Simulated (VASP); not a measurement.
Ir:

```
CELL_PARAMETERS angstrom
0.00000 1.96884 1.96884
1.96884 0.00000 1.96884
1.96884 1.96884 0.00000
ATOMIC_POSITIONS crystal
Ir 0.00000 0.00000 0.00000
```

Base run:

* Program: VASP 6.6.1
* Functional: BLYP
* Potentials or basis: VASP PAW PBE potentials, release 64 (Ir)
* Cutoff: 520 eV
* k mesh: 22 × 22 × 22
* Occupations: fermi-dirac, width 0.1 eV
* Spin: no spin polarisation

Its results: pressure 2.3 GPa.

Q: The run is repeated on the same cell with these changes: potentials or basis from VASP PAW PBE potentials, release 64 (Ir) to VASP PAW PBE potentials, release 64 (Ir_sv_GW); cutoff from 520 eV to 500 eV; further incar settings from ALGO = Normal; EDIFF = 1e-07; NBANDS = 10 to ALGO = Normal; EDIFF = 1e-06; NBANDS = 14; valence electrons from 9 to 17. What comes out?

A: Pressure -1.5 GPa.

Caveats: the PAW data sets were made with another functional, which shifts forces and pressure a little.
